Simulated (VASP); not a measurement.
# BeGa3 (I4/mmm) in VASP: a series of runs, part 2 of 2

VASP 6.6.1.

## (4) Single point, PBE

This run uses another cell than the first one, of 14.36 Å³/atom.

Contents of INCAR:

```
PREC = Accurate ; ENCUT = 600
EDIFF = 1E-6 ; ISMEAR = 0
SIGMA = 0.1 ; LREAL = F
LASPH = T ; NELM = 120
ALGO = Normal ; ISIF = 2
LWAVE = F ; LCHARG = F
GGA = PE ; NBANDS = 28
GGA_COMPAT = F
```

Contents of KPOINTS:

```
Automatic mesh
0
Gamma
  2 2 2
```

Contents of POSCAR:

```
BeGa3
1.0
   -1.9781956383      1.9781956383      3.6693301755
    1.9781956383     -1.9781956383      3.6693301755
    1.9781956383      1.9781956383     -3.6693301755
Be Ga
1 3
Direct
    0.0000000000      0.0000000000      0.0000000000
    0.7500000000      0.2500000000      0.5000000000
    0.2500000000      0.7500000000      0.5000000000
    0.5000000000      0.5000000000      0.0000000000
```

Potentials or basis: VASP PAW PBE potentials, release 64 (Be, Ga_d).

Command:

```
> cat potpaw_PBE.64/Be/POTCAR potpaw_PBE.64/Ga_d/POTCAR > POTCAR
> mpirun -np 1 vasp_std > vasp.out
```

OUTCAR:

```text
PREC = Accurate
   ENCUT = 600
   EDIFF = 1E-6
   ISMEAR = 0
   LREAL = F
   LASPH = T
   NELM = 120
   ISIF = 2
   GGA = PE

 ion  position               nearest neighbor table
   1  0.000  0.000  0.000-
   2  0.750  0.250  0.500-   4 2.70   4 2.70   4 2.70   4 2.70   3 2.80   3 2.80   3 2.80   3 2.80

   3  0.250  0.750  0.500-   4 2.70   4 2.70   4 2.70   4 2.70   2 2.80   2 2.80   2 2.80   2 2.80

   4  0.500  0.500  0.000-   3 2.70   2 2.70   2 2.70   3 2.70   2 2.70   3 2.70   3 2.70   2 2.70

  LATTYP: Found a body centered tetragonal cell.
 ALAT       =     3.9563912766
 C/A-ratio  =     1.8548874057

  Lattice vectors:

 A1 = (  -1.9781956383,   1.9781956383,   3.6693301755)
 A2 = (   1.9781956383,  -1.9781956383,   3.6693301755)
 A3 = (   1.9781956383,   1.9781956383,  -3.6693301755)

Analysis of symmetry for initial positions (statically):
=====================================================================
 Subroutine PRICEL returns:
 Original cell was already a primitive cell.

 Routine SETGRP: Setting up the symmetry group for a
 body centered tetragonal supercell.

 Subroutine GETGRP returns: Found 16 space group operations
 (whereof 16 operations were pure point group operations)
 out of a pool of 16 trial point group operations.

The static configuration has the point symmetry D_4h.

Analysis of symmetry for dynamics (positions and initial velocities):
=====================================================================
 Subroutine PRICEL returns:
 Original cell was already a primitive cell.

 Routine SETGRP: Setting up the symmetry group for a
 body centered tetragonal supercell.

 Subroutine GETGRP returns: Found 16 space group operations
 (whereof 16 operations were pure point group operations)
 out of a pool of 16 trial point group operations.

The dynamic configuration has the point symmetry D_4h.

 Subroutine INISYM returns: Found 16 space group operations
 (whereof 16 operations are pure point group operations),
 and found     1 'primitive' translations

----------------------------------------------------------------------------------------

                                     Primitive cell

  volume of cell :      57.4361

  direct lattice vectors                    reciprocal lattice vectors
    -1.978195638  1.978195638  3.669330175     0.000000000  0.252755587  0.136264652
     1.978195638 -1.978195638  3.669330175     0.252755587  0.000000000  0.136264652
     1.978195638  1.978195638 -3.669330175     0.252755587  0.252755587  0.000000000

  length of vectors
     4.614162969  4.614162969  4.614162969     0.287147074  0.287147074  0.357450379

  position of ions in fractional coordinates (direct lattice)
     0.000000000  0.000000000  0.000000000
     0.750000000  0.250000000  0.500000000
     0.250000000  0.750000000  0.500000000
     0.500000000  0.500000000  0.000000000

  ion indices of the primitive-cell ions
   primitive index   ion index
                 1           1
                 2           2
                 3           3
                 4           4

----------------------------------------------------------------------------------------

 KPOINTS: Automatic mesh

Automatic generation of k-mesh.
 Grid dimensions read from file:
 generate k-points for:    2    2    2

 Generating k-lattice:

  Cartesian coordinates                     Fractional coordinates (reciprocal lattice)
     0.000000000  0.126377794  0.068132326     0.500000000  0.000000000  0.000000000
     0.126377794  0.000000000  0.068132326     0.000000000  0.500000000  0.000000000
     0.126377794  0.126377794  0.000000000     0.000000000  0.000000000  0.500000000

  Length of vectors
     0.143573537  0.143573537  0.178725190

  Shift w.r.t. Gamma in fractional coordinates (k-lattice)
     0.000000000  0.000000000  0.000000000

 Subroutine IBZKPT returns following result:
 ===========================================

 Found      4 irreducible k-points:

 Following reciprocal coordinates:
            Coordinates               Weight
  0.000000  0.000000  0.000000      1.000000
  0.500000  0.000000  0.000000      4.000000
  0.500000  0.500000  0.000000      2.000000
  0.500000  0.500000  0.500000      1.000000
   k-points           NKPTS =      4   k-points in BZ     NKDIM =      4   number of bands    NBANDS=     28
   number of dos      NEDOS =    301   number of ions     NIONS =      4
   total plane-waves  NPLWV =  64000
   dimension x,y,z NGX =    40 NGY =   40 NGZ =   40
   dimension x,y,z NGXF=    80 NGYF=   80 NGZF=   80
   ions per type =               1   3
   NGX,Y,Z   is equivalent  to a cutoff of  14.41, 14.41, 14.41 a.u.
   NGXF,Y,Z  is equivalent  to a cutoff of  28.82, 28.82, 28.82 a.u.
 SYSTEM =  unknown system
   PREC   = accura    normal or accurate (medium, high low for compatibility)
   ISTART =      0    job   : 0-new  1-cont  2-samecut
   ICHARG =      2    charge: 1-file 2-atom 10-const
   ISPIN  =      1    spin polarized calculation?
   LNONCOLLINEAR =      F non collinear calculations
   LSORBIT =      F    spin-orbit coupling
   LASPH  =      T    aspherical Exc in radial PAW
   ENCUT  =  600.0 eV  44.10 Ry    6.64 a.u.   9.22  9.22  9.22*2*pi/ulx,y,z
   NELM   =    120;   NELMIN=  2; NELMDL= -5     # of ELM steps
   EDIFF  = 0.1E-05   stopping-criterion for ELM
   LREAL  =      F    real-space projection
   EDIFFG = 0.1E-04   stopping-criterion for IOM
   NSW    =      0    number of steps for IOM
   IBRION =     -1    ionic relax: 0-MD 1-quasi-New 2-CG
   NFREE  =      0    steps in history (QN), initial steepest desc. (CG)
   ISIF   =      2    stress and relaxation
   ISYM   =      2    0-nonsym 1-usesym 2-fastsym
   POTIM  = 0.5000    time-step for ionic-motion
   TEBEG  =    0.0;   TEEND  =   0.0 temperature during run
   PSTRESS=    0.0 pullay stress
   NELECT =      41.0000    total number of electrons
   NUPDOWN=      -1.0000    fix difference up-down
   EMIN   =  10.00;   EMAX   =-10.00  energy-range for DOS
   EFERMI =   0.00;   METHOD = LEGACY
   ISMEAR =     0;   SIGMA  =   0.10  broadening in eV -4-tet -1-fermi 0-gaus
   EFERMI_NEDOS =   21; number of points for ismear=-14 and -15
   IALGO  =     38    algorithm
   IMIX   =      4    mixing-type and parameters
     AMIX     =   0.40;   BMIX     =  1.00
     AMIX_MAG =   1.60;   BMIX_MAG =  1.00
  volume/ion in A,a.u.               =      14.36        96.90
  Fermi-wavevector in a.u.,A,eV,Ry     =   1.463101  2.764860 29.125517  2.140665
  Thomas-Fermi vector in A             =   2.579236
   LORBIT       =      0    0 simple, 1 ext, 2 COOP (PROOUT), +10 PAW based schemes
   GGA     = PE    functional components
   LHFCALC =     F    Hartree Fock is set to
   AEXX    =    0.0000 exact exchange contribution
   IVDW    =     0    specifies the selected vdW correction
   LEPSILON=     F    determine dielectric tensor
   LRPA    =     F    only Hartree local field effects (RPA)
 non-spin polarized calculation
 Gauss-broadening in eV      SIGMA  =   0.10
  energy-cutoff  :      600.00
  volume of cell :       57.44
 maximum number of plane-waves:      1920
 NGX is ok and might be reduce to    40
   NGX = 19   NGY = 19   NGZ = 19

 number of electron      40.9999991 magnetization

 Free energy of the ion-electron system (eV)
  ---------------------------------------------------
  ext. energy  EPLUGINS =         0.00000000
  ---------------------------------------------------
  free energy    TOTEN  =        -9.89797565 eV

  energy without entropy =       -9.85767688  energy(sigma->0) =       -9.87782626

 E-fermi :   7.1022     XC(G=0): -11.5622

 val. band max:        6.9911980510   @ k =   0.0000   0.0000   0.0000
 cond. band min:       7.1065197194   @ k =   0.5000   0.0000   0.0000
 fundamental gap:      0.1153216684
 Fermi energy:         7.1021969888

 k-point     1 :       0.0000    0.0000    0.0000
  band No.  band energies     occupation
      1      -8.2135      2.00000
      2      -8.1660      2.00000
      3      -8.1184      2.00000
      4      -8.0206      2.00000
      5      -8.0206      2.00000
      6      -8.0075      2.00000
[... 20 lines left out ...]
     27      12.1140      0.00000
     28      12.1140      0.00000

 k-point     2 :       0.5000    0.0000    0.0000
  band No.  band energies     occupation
      1      -8.1262      2.00000
      2      -8.0928      2.00000
      3      -7.9897      2.00000
      4      -7.9706      2.00000
      5      -7.9551      2.00000
      6      -7.9442      2.00000
[... 20 lines left out ...]
     27      13.5010      0.00000
     28      14.4291      0.00000

 k-point     3 :       0.5000    0.5000    0.0000
  band No.  band energies     occupation
      1      -8.1408      2.00000
      2      -8.1084      2.00000
      3      -8.0715      2.00000
      4      -8.0300      2.00000
      5      -8.0199      2.00000
      6      -7.9529      2.00000
[... 20 lines left out ...]
     27      17.1475      0.00000
     28      17.6691      0.00000

 k-point     4 :       0.5000    0.5000    0.5000
  band No.  band energies     occupation
      1      -8.2323      2.00000
      2      -8.1944      2.00000
      3      -8.1944      2.00000
      4      -8.1705      2.00000
      5      -8.0236      2.00000
      6      -8.0206      2.00000
[... 20 lines left out ...]
     27      15.2216      0.00000
     28      15.5473      0.00000

------------------------ aborting loop because EDIFF is reached ----------------------------------------

  FORCE on cell =-STRESS in cart. coord.  units (eV):
  Direction    XX          YY          ZZ          XY          YZ          ZX
  --------------------------------------------------------------------------------------
  -------------------------------------------------------------------------------------
  Total        1.3350046      1.3350046     10.9295898      0.0000000      0.0000000      0.0000000
  in kB       37.2398641     37.2398641    304.8801736      0.0000000      0.0000000      0.0000000
  external PRESSURE =     126.4533006 kB  Pullay stress =       0.0000000 kB

 VOLUME and BASIS-vectors are now :
 -----------------------------------------------------------------------------
  energy-cutoff  :      600.00
  volume of cell :       57.44
      direct lattice vectors                 reciprocal lattice vectors
    -1.978195638  1.978195638  3.669330175     0.000000000  0.252755587  0.136264652
     1.978195638 -1.978195638  3.669330175     0.252755587  0.000000000  0.136264652
     1.978195638  1.978195638 -3.669330175     0.252755587  0.252755587  0.000000000

 POSITION                                       TOTAL-FORCE (eV/Angst)
 -----------------------------------------------------------------------------------
      0.00000      0.00000      0.00000         0.000000     -0.000000      0.000000
      0.00000      1.97820      1.83467         0.000000     -0.000000     -0.000000
      1.97820      0.00000      1.83467        -0.000000      0.000000      0.000000
      0.00000      0.00000      3.66933         0.000000     -0.000000      0.000000
 -----------------------------------------------------------------------------------
    total drift:                               -0.000000     -0.000000      0.000000

  FREE ENERGIE OF THE ION-ELECTRON SYSTEM (eV)
  ---------------------------------------------------
  free  energy   TOTEN  =        -9.8979756462 eV

  energy  without entropy=       -9.8576768756  energy(sigma->0) =       -9.87782626
```

OSZICAR:

```text
N       E                     dE             d eps       ncg     rms          rms(c)
DAV:   1     0.269252482909E+03    0.26925E+03   -0.21476E+04   232   0.293E+03
DAV:   2     0.205269121016E+02   -0.24873E+03   -0.24053E+03   236   0.512E+02
DAV:   3    -0.920142925223E+01   -0.29728E+02   -0.29393E+02   260   0.139E+02
DAV:   4    -0.100146066050E+02   -0.81318E+00   -0.77926E+00   260   0.251E+01
DAV:   5    -0.100301735465E+02   -0.15567E-01   -0.15544E-01   264   0.355E+00    0.216E+00
DAV:   6    -0.992179063019E+01    0.10838E+00   -0.27240E-01   312   0.769E+00    0.114E+00
DAV:   7    -0.990191719859E+01    0.19873E-01   -0.28701E-02   328   0.237E+00    0.465E-01
DAV:   8    -0.989829885058E+01    0.36183E-02   -0.13210E-02   308   0.930E-01    0.971E-02
DAV:   9    -0.989795273628E+01    0.34611E-03   -0.86542E-04   268   0.741E-01    0.166E-02
DAV:  10    -0.989797845822E+01   -0.25722E-04   -0.29849E-04   276   0.221E-01    0.109E-02
DAV:  11    -0.989797538886E+01    0.30694E-05   -0.27857E-05   292   0.668E-02    0.348E-03
DAV:  12    -0.989797564616E+01   -0.25730E-06   -0.35838E-06   232   0.309E-02
   1 F= -.98979756E+01 E0= -.98778263E+01  d E =-.402988E-01
```

stdout:

```text
POSCAR found type information on POSCAR BeGa
 POSCAR found :  2 types and       4 ions
 scaLAPACK will be used
 LDA part: xc-table for (Slater+PW92), standard interpolation
 POSCAR, INCAR and KPOINTS ok, starting setup
 FFT: planning ... GRIDC
 FFT: planning ... GRID_SOFT
 FFT: planning ... GRID
 WAVECAR not read
 entering main loop
```

It took 33 s on 1 thread of AMD EPYC 7R13, shared host; peak memory 0.23 GiB.

Results:

- Free energy: -9.8980 eV
- Pressure: 12.6 GPa
- Band gap on the k mesh: zero (an odd number of electrons rules out a gap without spin polarisation)

Stress tensor (GPa, compression positive):
```
 3.72  0.00  0.00
 0.00  3.72  0.00
 0.00  0.00 30.49
```

Levels at points of the mesh, in eV from the Fermi level:
| k point | band 18 | band 19 | band 20 | band 21 | band 22 | band 23 | band 24 | band 25 |
| --- | --- | --- | --- | --- | --- | --- | --- | --- |
| (0.00, 0.00, 0.00) | -0.38 | -0.38 | -0.32 | -0.19 | -0.11 | -0.11 | 1.13 | 1.31 |
| (0.50, 0.00, 0.00) | -3.62 | -3.19 | 0.00 | 0.11 | 0.74 | 1.52 | 5.39 | 5.56 |
| (0.50, 0.50, 0.00) | -4.93 | -4.93 | -4.65 | -3.07 | 2.92 | 3.21 | 4.11 | 4.91 |
| (0.50, 0.50, 0.50) | -3.39 | -3.39 | -2.13 | -0.69 | 5.57 | 6.43 | 6.43 | 6.79 |

Caveat: the k points lie up to 0.90 Å⁻¹ apart, too coarse for converged energies and pressures of a metal.

## (5) Overview

| level | potentials or basis | U | cell | k mesh | smearing | gap on the mesh (eV) | pressure (GPa) |
| --- | --- | --- | --- | --- | --- | --- | --- |
| LDA | VASP PAW LDA potentials, release 64 (Be, Ga_d) | - | a = 4.767 Å, angles 129.2, 129.2, 74.6°, 4 atoms | 1 × 1 × 1 | fermi-dirac 0.1 eV | none | 56.1 |
| PBE+U | VASP PAW PBE potentials, release 64 (Be, Ga_d) | Ga d U = 2.4 eV | a = 4.767 Å, angles 129.2, 129.2, 74.6°, 4 atoms | 1 × 1 × 1, shifted | fermi-dirac 0.28 eV | none | -6.9 |
| PBE | VASP PAW PBE potentials, release 64 (Be, Ga_d) | - | a = 4.614 Å, angles 129.2, 129.2, 74.6°, 4 atoms | 2 × 2 × 2 | gaussian 0.1 eV | none | 12.6 |

Alike in all rows: task single point; no spin polarisation; cutoff (eV) 600.

Caveats: all runs use coarse meshes; so wide a smearing shifts energies and pressures (at least some runs); U without spin polarisation on a metal has little footing (at least some runs); the U is typed as a test and isn't derived for this compound (at least some runs).

Total energies depend on the potentials used, so only differences within one code and one set of settings carry meaning.

The gap in the log of VASP goes by the Fermi energy; the results here count the filled bands.